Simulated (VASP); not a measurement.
# TiAl3 (P4/mmm) in VASP: a series of runs, part 2 of 3

VASP 6.6.1. The steps go on from the part before.

### Step 3. Single point, PBEsol (strain -0.015 along x and y, -0.030 along z)

File INCAR:

```
SYSTEM = TiAl3
PREC = Accurate ; ENCUT = 520
EDIFF = 1E-6 ; ISMEAR = 0
SIGMA = 0.15 ; LREAL = .FALSE.
LASPH = .TRUE. ; NELM = 80
ALGO = Fast ; ISIF = 2
LWAVE = .FALSE. ; LCHARG = .FALSE.
GGA = PS ; NBANDS = 18
```

File KPOINTS:

```
Automatic mesh
0
G
  12 12 12
  0 0 0
```

File POSCAR:

```
TiAl3
1.0
    3.8891196379      0.0000000000      0.0000000000
    0.0000000000      3.8891196379      0.0000000000
    0.0000000000      0.0000000000      3.8298944658
Ti Al
1 3
Direct
    0.0000000000      0.0000000000      0.0000000000
    0.5000000000      0.5000000000      0.0000000000
    0.5000000000      0.0000000000      0.5000000000
    0.0000000000      0.5000000000      0.5000000000
```

Potentials or basis: VASP PAW PBE potentials, release 64 (Ti_sv, Al).

The run is started by

```sh
$ cat potpaw_PBE.64/Ti_sv/POTCAR potpaw_PBE.64/Al/POTCAR > POTCAR
$ mpirun -np 1 vasp_std > vasp.out
```

OUTCAR:

```text
SYSTEM = TiAl3
   PREC = Accurate
   ENCUT = 520
   EDIFF = 1E-6
   ISMEAR = 0
   LREAL = .FALSE.
   LASPH = .TRUE.
   NELM = 80
   ISIF = 2
   GGA = PS

 ion  position               nearest neighbor table
   1  0.000  0.000  0.000-   3 2.73   4 2.73   3 2.73   4 2.73   4 2.73   4 2.73   3 2.73   3 2.73
                             2 2.75   2 2.75   2 2.75   2 2.75
   2  0.500  0.500  0.000-   3 2.73   4 2.73   3 2.73   4 2.73   3 2.73   3 2.73   4 2.73   4 2.73
                             1 2.75   1 2.75   1 2.75   1 2.75
   3  0.500  0.000  0.500-   1 2.73   2 2.73   1 2.73   2 2.73   2 2.73   2 2.73   1 2.73   1 2.73
                             4 2.75   4 2.75   4 2.75   4 2.75
   4  0.000  0.500  0.500-   1 2.73   2 2.73   1 2.73   2 2.73   1 2.73   1 2.73   2 2.73   2 2.73
                             3 2.75   3 2.75   3 2.75   3 2.75

  LATTYP: Found a simple tetragonal cell.
 ALAT       =     3.8891196379
 C/A-ratio  =     0.9847715736

  Lattice vectors:

 A1 = (   3.8891196379,   0.0000000000,   0.0000000000)
 A2 = (   0.0000000000,   3.8891196379,   0.0000000000)
 A3 = (   0.0000000000,   0.0000000000,   3.8298944658)

Analysis of symmetry for initial positions (statically):
=====================================================================
 Subroutine PRICEL returns:
 Original cell was already a primitive cell.

 Routine SETGRP: Setting up the symmetry group for a
 simple tetragonal supercell.

 Subroutine GETGRP returns: Found 16 space group operations
 (whereof 16 operations were pure point group operations)
 out of a pool of 16 trial point group operations.

The static configuration has the point symmetry D_4h.

Analysis of symmetry for dynamics (positions and initial velocities):
=====================================================================
 Subroutine PRICEL returns:
 Original cell was already a primitive cell.

 Routine SETGRP: Setting up the symmetry group for a
 simple tetragonal supercell.

 Subroutine GETGRP returns: Found 16 space group operations
 (whereof 16 operations were pure point group operations)
 out of a pool of 16 trial point group operations.

The dynamic configuration has the point symmetry D_4h.

 Subroutine INISYM returns: Found 16 space group operations
 (whereof 16 operations are pure point group operations),
 and found     1 'primitive' translations

----------------------------------------------------------------------------------------

                                     Primitive cell

  volume of cell :      57.9281

  direct lattice vectors                    reciprocal lattice vectors
     3.889119638  0.000000000  0.000000000     0.257127600  0.000000000  0.000000000
     0.000000000  3.889119638  0.000000000     0.000000000  0.257127600  0.000000000
     0.000000000  0.000000000  3.829894466     0.000000000  0.000000000  0.261103800

  length of vectors
     3.889119638  3.889119638  3.829894466     0.257127600  0.257127600  0.261103800

  position of ions in fractional coordinates (direct lattice)
     0.000000000  0.000000000  0.000000000
     0.500000000  0.500000000  0.000000000
     0.500000000  0.000000000  0.500000000
     0.000000000  0.500000000  0.500000000

  ion indices of the primitive-cell ions
   primitive index   ion index
                 1           1
                 2           2
                 3           3
                 4           4

----------------------------------------------------------------------------------------

[... 49 lines left out ...]
  0.416667  0.333333  0.000000      8.000000
 [... further k-points ...]
   k-points           NKPTS =    196   k-points in BZ     NKDIM =    196   number of bands    NBANDS=     18
   number of dos      NEDOS =    301   number of ions     NIONS =      4
   total plane-waves  NPLWV =  25200
   dimension x,y,z NGX =    30 NGY =   30 NGZ =   28
   dimension x,y,z NGXF=    60 NGYF=   60 NGZF=   56
   ions per type =               1   3
   NGX,Y,Z   is equivalent  to a cutoff of  12.82, 12.82, 12.15 a.u.
   NGXF,Y,Z  is equivalent  to a cutoff of  25.65, 25.65, 24.31 a.u.
 SYSTEM =  TiAl3
   PREC   = accura    normal or accurate (medium, high low for compatibility)
   ISTART =      0    job   : 0-new  1-cont  2-samecut
   ICHARG =      2    charge: 1-file 2-atom 10-const
   ISPIN  =      1    spin polarized calculation?
   LNONCOLLINEAR =      F non collinear calculations
   LSORBIT =      F    spin-orbit coupling
   LASPH  =      T    aspherical Exc in radial PAW
   ENCUT  =  520.0 eV  38.22 Ry    6.18 a.u.   7.23  7.23  7.12*2*pi/ulx,y,z
   NELM   =     80;   NELMIN=  2; NELMDL= -5     # of ELM steps
   EDIFF  = 0.1E-05   stopping-criterion for ELM
   LREAL  =      F    real-space projection
   EDIFFG = 0.1E-04   stopping-criterion for IOM
   NSW    =      0    number of steps for IOM
   IBRION =     -1    ionic relax: 0-MD 1-quasi-New 2-CG
   NFREE  =      0    steps in history (QN), initial steepest desc. (CG)
   ISIF   =      2    stress and relaxation
   ISYM   =      2    0-nonsym 1-usesym 2-fastsym
   POTIM  = 0.5000    time-step for ionic-motion
   TEBEG  =    0.0;   TEEND  =   0.0 temperature during run
   PSTRESS=    0.0 pullay stress
   NELECT =      21.0000    total number of electrons
   NUPDOWN=      -1.0000    fix difference up-down
   EMIN   =  10.00;   EMAX   =-10.00  energy-range for DOS
   EFERMI =   0.00;   METHOD = LEGACY
   ISMEAR =     0;   SIGMA  =   0.15  broadening in eV -4-tet -1-fermi 0-gaus
   EFERMI_NEDOS =   21; number of points for ismear=-14 and -15
   IALGO  =     68    algorithm
   IMIX   =      4    mixing-type and parameters
     AMIX     =   0.40;   BMIX     =  1.00
     AMIX_MAG =   1.60;   BMIX_MAG =  1.00
  volume/ion in A,a.u.               =      14.48        97.73
  Fermi-wavevector in a.u.,A,eV,Ry     =   1.167306  2.205889 18.539350  1.362604
  Thomas-Fermi vector in A             =   2.303808
   LORBIT       =      0    0 simple, 1 ext, 2 COOP (PROOUT), +10 PAW based schemes
   GGA     = PS    functional components
   LHFCALC =     F    Hartree Fock is set to
   AEXX    =    0.0000 exact exchange contribution
   IVDW    =     0    specifies the selected vdW correction
   LEPSILON=     F    determine dielectric tensor
   LRPA    =     F    only Hartree local field effects (RPA)
 non-spin polarized calculation
 RMM-DIIS sequential band-by-band and
 Gauss-broadening in eV      SIGMA  =   0.15
  energy-cutoff  :      520.00
  volume of cell :       57.93
 maximum number of plane-waves:      1580
 NGX is ok and might be reduce to    30
   NGX = 15   NGY = 15   NGZ = 15

 number of electron      21.0000005 magnetization

 Free energy of the ion-electron system (eV)
  ---------------------------------------------------
  ext. energy  EPLUGINS =         0.00000000
  ---------------------------------------------------
  free energy    TOTEN  =       -22.04150313 eV

  energy without entropy =      -22.01517267  energy(sigma->0) =      -22.02833790

 E-fermi :   9.7893     XC(G=0): -11.1869

 val. band max:        9.7851258385   @ k =   0.2500   0.1667   0.5000
 cond. band min:       9.7906869446   @ k =   0.3333   0.3333   0.0000
 fundamental gap:      0.0055611061
 Fermi energy:         9.7893473802

 k-point     1 :       0.0000    0.0000    0.0000
  band No.  band energies     occupation
      1     -46.7812      2.00000
      2     -23.2120      2.00000
      3     -23.2120      2.00000
      4     -23.2003      2.00000
      5      -1.4363      2.00000
      6       6.4526      2.00000
[... 481 lines left out ...]
      5       1.1694      2.00000
      6       3.0106      2.00000
[... 10 lines left out ...]
     17      14.3937      0.00000
     18      16.2073      0.00000

 [... further k-points ...]

------------------------ aborting loop because EDIFF is reached ----------------------------------------

  FORCE on cell =-STRESS in cart. coord.  units (eV):
  Direction    XX          YY          ZZ          XY          YZ          ZX
  --------------------------------------------------------------------------------------
  -------------------------------------------------------------------------------------
  Total        2.5775886      2.5775886      3.3792875      0.0000000      0.0000000      0.0000000
  in kB       71.2910096     71.2910096     93.4644190      0.0000000      0.0000000      0.0000000
  external PRESSURE =      78.6821461 kB  Pullay stress =       0.0000000 kB

 VOLUME and BASIS-vectors are now :
 -----------------------------------------------------------------------------
  energy-cutoff  :      520.00
  volume of cell :       57.93
      direct lattice vectors                 reciprocal lattice vectors
     3.889119638  0.000000000  0.000000000     0.257127600  0.000000000  0.000000000
     0.000000000  3.889119638  0.000000000     0.000000000  0.257127600  0.000000000
     0.000000000  0.000000000  3.829894466     0.000000000  0.000000000  0.261103800

 POSITION                                       TOTAL-FORCE (eV/Angst)
 -----------------------------------------------------------------------------------
      0.00000      0.00000      0.00000         0.000000      0.000000      0.000000
      1.94456      1.94456      0.00000         0.000000      0.000000      0.000000
      1.94456      0.00000      1.91495         0.000000      0.000000      0.000000
      0.00000      1.94456      1.91495         0.000000      0.000000      0.000000
 -----------------------------------------------------------------------------------
    total drift:                               -0.000000     -0.000000      0.000000

  FREE ENERGIE OF THE ION-ELECTRON SYSTEM (eV)
  ---------------------------------------------------
  free  energy   TOTEN  =       -22.0415031298 eV

  energy  without entropy=      -22.0151726669  energy(sigma->0) =      -22.02833790
```

OSZICAR:

```text
N       E                     dE             d eps       ncg     rms          rms(c)
DAV:   1     0.121570327387E+03    0.12157E+03   -0.92804E+03  7056   0.109E+03
DAV:   2    -0.155058539969E+02   -0.13708E+03   -0.13337E+03  7204   0.287E+02
DAV:   3    -0.237918149503E+02   -0.82860E+01   -0.81268E+01 10932   0.658E+01
[... 17 lines left out ...]
RMM:  21    -0.220414979226E+02   -0.34650E-05   -0.38093E-05  8511   0.215E-02    0.147E-02
RMM:  22    -0.220414998568E+02   -0.19343E-05   -0.22799E-05  8349   0.179E-02    0.126E-02
RMM:  23    -0.220415013241E+02   -0.14673E-05   -0.16731E-05  7745   0.149E-02    0.109E-02
RMM:  24    -0.220415022011E+02   -0.87704E-06   -0.11210E-05  8308   0.152E-02    0.600E-03
RMM:  25    -0.220415031298E+02   -0.92869E-06   -0.93607E-06  8068   0.153E-02
   1 F= -.22041503E+02 E0= -.22028338E+02  d E =-.263305E-01
```

stdout:

```text
POSCAR found type information on POSCAR TiAl
 POSCAR found :  2 types and       4 ions
 scaLAPACK will be used
 -----------------------------------------------------------------------------
|                                                                             |
|                                                                             |
|     You enforced a specific xc type in the INCAR file but a different       |
|     I HOPE YOU KNOW WHAT YOU ARE DOING!                                     |
|                                                                             |
 -----------------------------------------------------------------------------

 LDA part: xc-table for (Slater+PW92), standard interpolation
 POSCAR, INCAR and KPOINTS ok, starting setup
 FFT: planning ... GRIDC
 FFT: planning ... GRID_SOFT
 FFT: planning ... GRID
 WAVECAR not read
 entering main loop
WARNING in EDDRMM: call to ZHEGV failed, returncode =   8  4     16
WARNING in EDDRMM: call to ZHEGV failed, returncode =   8  4     11
```

Run time: 2.5 min. Hardware: 1 thread of AMD EPYC 9R45 (Zen 5), shared host; peak memory 0.28 GiB.

What came out:

```
Free energy            : -22.0415 eV
Pressure               : 7.9 GPa
Band gap on the k mesh : zero (an odd number of electrons rules out a gap without spin polarisation)
```

Stress tensor (GPa, compression positive):
```
7.13 0.00 0.00
0.00 7.13 0.00
0.00 0.00 9.35
```

Caveat: the cell differs from its parent crystal (strain -0.015 along x and y, -0.030 along z); the cell stands under pressure; the PAW data sets were made with another functional, which shifts forces and pressure a little.

### Step 4. Single point, PBEsol (strain -0.030 along x and y, +0.015 along z)

File INCAR:

```
  ALGO = Fast
  EDIFF = 1E-7
  ENCUT = 520
  GGA = PS
  ISIF = 2
  ISMEAR = 0
  LASPH = True
  LCHARG = False
  LREAL = False
  LWAVE = False
  NBANDS = 18
  NELM = 80
  PREC = Accurate
  SIGMA = 0.15
```

File KPOINTS:

```
k-points
0
Gamma
  12 12 12
```

File POSCAR:

```
TiAl3
1.0
    3.8298944658      0.0000000000      0.0000000000
    0.0000000000      3.8298944658      0.0000000000
    0.0000000000      0.0000000000      4.0075699823
Ti Al
1 3
Direct
    0.0000000000      0.0000000000      0.0000000000
    0.5000000000      0.5000000000      0.0000000000
    0.5000000000      0.0000000000      0.5000000000
    0.0000000000      0.5000000000      0.5000000000
```

Potentials or basis: VASP PAW PBE potentials, release 64 (Ti_sv, Al).

The run is started by

```sh
$ cat potpaw_PBE.64/Ti_sv/POTCAR potpaw_PBE.64/Al/POTCAR > POTCAR
$ mpirun -np 1 vasp_std > vasp.out
```

OUTCAR:

```text
EDIFF = 1E-7
   ENCUT = 520
   GGA = PS
   ISIF = 2
   ISMEAR = 0
   LASPH = True
   LREAL = False
   NELM = 80
   PREC = Accurate

 ion  position               nearest neighbor table
   1  0.000  0.000  0.000-   2 2.71   2 2.71   2 2.71   2 2.71   4 2.77   3 2.77   4 2.77   4 2.77
                             4 2.77   3 2.77   3 2.77   3 2.77
   2  0.500  0.500  0.000-   1 2.71   1 2.71   1 2.71   1 2.71   4 2.77   3 2.77   3 2.77   3 2.77
                             4 2.77   4 2.77   4 2.77   3 2.77
[... 711 lines left out ...]
  --------------------------------------------------------------------------------------
  -------------------------------------------------------------------------------------
  Total        2.9714886      2.9714886      0.6034250      0.0000000      0.0000000     -0.0000000
  in kB       80.9897238     80.9897238     16.4467132      0.0000000      0.0000000     -0.0000000
  external PRESSURE =      59.4753870 kB  Pullay stress =       0.0000000 kB

 VOLUME and BASIS-vectors are now :
 -----------------------------------------------------------------------------
  energy-cutoff  :      520.00
  volume of cell :       58.78
      direct lattice vectors                 reciprocal lattice vectors
     3.829894466  0.000000000  0.000000000     0.261103800  0.000000000  0.000000000
     0.000000000  3.829894466  0.000000000     0.000000000  0.261103800  0.000000000
     0.000000000  0.000000000  4.007569982     0.000000000  0.000000000  0.249527770

 POSITION                                       TOTAL-FORCE (eV/Angst)
 -----------------------------------------------------------------------------------
      0.00000      0.00000      0.00000         0.000000      0.000000      0.000000
      1.91495      1.91495      0.00000         0.000000      0.000000      0.000000
      1.91495      0.00000      2.00378         0.000000      0.000000      0.000000
      0.00000      1.91495      2.00378         0.000000      0.000000      0.000000
 -----------------------------------------------------------------------------------
    total drift:                                0.000000     -0.000000     -0.000000

  FREE ENERGIE OF THE ION-ELECTRON SYSTEM (eV)
  ---------------------------------------------------
  free  energy   TOTEN  =       -22.0464120625 eV

  energy  without entropy=      -22.0205306352  energy(sigma->0) =      -22.03347135
```

Wall time 3.4 min (1 thread of AMD EPYC 9R45 (Zen 5), shared host); peak memory 0.28 GiB.

Results:

| Quantity | Value |
| --- | --- |
| Free energy | -22.0464 eV |
| Pressure | 5.9 GPa |
| Band gap on the k mesh | zero (an odd number of electrons rules out a gap without spin polarisation) |

Stress tensor (GPa, compression positive):
```
8.10 0.00 0.00
0.00 8.10 0.00
0.00 0.00 1.64
```

Caveat: the cell differs from its parent crystal (strain -0.030 along x and y, +0.015 along z); the stress differs along the axes, from 2 to 8 GPa; the PAW data sets were made with another functional, which shifts forces and pressure a little.

### Step 5. Single point, PBEsol (strain -0.030 along x and y, +0.030 along z)

File INCAR:

```
PREC = Accurate
ENCUT = 520
EDIFF = 1E-6
ISMEAR = 0
SIGMA = 0.15
LREAL = False
LASPH = True
NELM = 80
ALGO = Fast
ISIF = 2
LWAVE = False
LCHARG = False
GGA = PS
NBANDS = 18
```

File KPOINTS:

```
Automatic mesh
0
Gamma
  12 12 12
```

Edit POSCAR of step 4 so:

```diff
@@ -4,3 +4,3 @@
     0.0000000000      3.8298944658      0.0000000000
-    0.0000000000      0.0000000000      4.0075699823
+    0.0000000000      0.0000000000      4.0667951544
 Ti Al
```

The run is started by

```sh
$ cat potpaw_PBE.64/Ti_sv/POTCAR potpaw_PBE.64/Al/POTCAR > POTCAR
$ mpirun -np 1 vasp_std > vasp.out
```

Wall time 2.9 min (1 thread of AMD EPYC 9R45 (Zen 5), shared host); peak memory 0.28 GiB.

Results (log left out):

* Free energy: -22.0476 eV
* Pressure: 4.2 GPa
* Band gap on the k mesh: zero (an odd number of electrons rules out a gap without spin polarisation)

Stress tensor (GPa, compression positive):
```
 6.89  0.00  0.00
 0.00  6.89  0.00
 0.00  0.00 -1.28
```

Levels at points of the mesh, in eV from the Fermi level:
| k point | band 6 | band 7 | band 8 | band 9 | band 10 | band 11 | band 12 | band 13 | band 14 | band 15 |
| --- | --- | --- | --- | --- | --- | --- | --- | --- | --- | --- |
| (0.00, 0.00, 0.00) | -3.47 | -2.90 | -2.76 | -1.85 | -1.85 | 0.13 | 0.13 | 0.28 | 0.68 | 4.29 |
| (0.50, 0.00, 0.00) | -8.07 | -2.69 | -2.34 | -2.08 | 0.29 | 0.43 | 0.60 | 1.13 | 1.20 | 1.89 |
| (0.50, 0.50, 0.00) | -5.97 | -5.97 | -5.13 | -1.52 | -1.52 | 0.29 | 0.76 | 1.10 | 1.40 | 3.22 |
| (0.00, 0.00, 0.50) | -8.23 | -2.18 | -2.14 | -2.14 | 0.47 | 0.62 | 1.05 | 1.05 | 1.07 | 1.86 |
| (0.50, 0.00, 0.50) | -6.37 | -6.20 | -5.14 | -1.24 | -1.06 | 0.70 | 0.82 | 1.28 | 1.35 | 3.86 |
| (0.50, 0.50, 0.50) | -5.18 | -5.18 | -5.10 | -3.72 | -3.44 | -3.44 | 0.18 | 1.22 | 1.43 | 2.89 |

Caveat: the cell differs from its parent crystal (strain -0.030 along x and y, +0.030 along z); the stress differs along the axes, from -1 to 7 GPa; the PAW data sets were made with another functional, which shifts forces and pressure a little.

[end of part 2 of 3]

The gap in the log of VASP goes by the Fermi energy; the results here count the filled bands.